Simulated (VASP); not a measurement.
A run of VASP 6.6.1 is set up as follows.

POSCAR

```
CdS
1.0
    4.2611695877      0.0000000000      0.0000000000
   -2.1305847939      3.6902811128      0.0000000000
    0.0000000000      0.0000000000      5.8041729400
Cd S
1 1
Direct
    0.0000000000      0.0000000000      0.4426919200
    0.6666666667      0.3333333333      0.4343080800
```

The input INCAR.step1:

```
ALGO     = Normal         # electronic algorithm
EDIFF    = 1E-4           # SCF threshold, eV
ENCUT    = 520            # plane-wave cutoff, eV
GGA      = PE             # functional
ISMEAR   = 1              # smearing method
LASPH    = T              # aspherical terms in the spheres
LCHARG   = F              # write CHGCAR
LREAL    = F              # projectors in reciprocal space
LWAVE    = T              # write WAVECAR
NBANDS   = 16             # bands
NELM     = 100            # most SCF steps
PREC     = Accurate       # precision mode
SIGMA    = 0.01           # smearing width, eV
```

File INCAR.step2:

```
ALGO     = Normal         # electronic algorithm
EDIFF    = 1E-7           # SCF threshold, eV
ENCUT    = 520            # plane-wave cutoff, eV
ISIF     = 2              # what is computed and relaxed
ISMEAR   = 1              # smearing method
ISTART   = 1            
LASPH    = T              # aspherical terms in the spheres
LCHARG   = F              # write CHGCAR
LMIXTAU  = T            
LREAL    = F              # projectors in reciprocal space
LWAVE    = F              # write WAVECAR
METAGGA  = R2SCAN         # meta-GGA
NBANDS   = 16             # bands
NELM     = 100            # most SCF steps
PREC     = Accurate       # precision mode
SIGMA    = 0.01           # smearing width, eV
```

KPOINTS

```
k-points
0
Gamma
  6 6 4
```

Potentials or basis: VASP PAW PBE potentials, release 64 (Cd, S).

Launch:

```console
$ cat potpaw_PBE.64/Cd/POTCAR potpaw_PBE.64/S/POTCAR > POTCAR
$ cp INCAR.step1 INCAR
$ mpirun -np 1 vasp_std > vasp.out
$ cp INCAR.step2 INCAR
$ mpirun -np 1 vasp_std > vasp.out
```

(1) Estimate the largest force.

(2) Estimate the band gap on the k mesh.

(3) Estimate the pressure.

Results:

(1) 0.013 eV/Å.

(2) 1.90 eV, indirect (the least direct gap lies 4.4 meV higher).

(3) -0.7 GPa.

Caveat: the PAW data sets were made with another functional, which shifts forces and pressure a little.
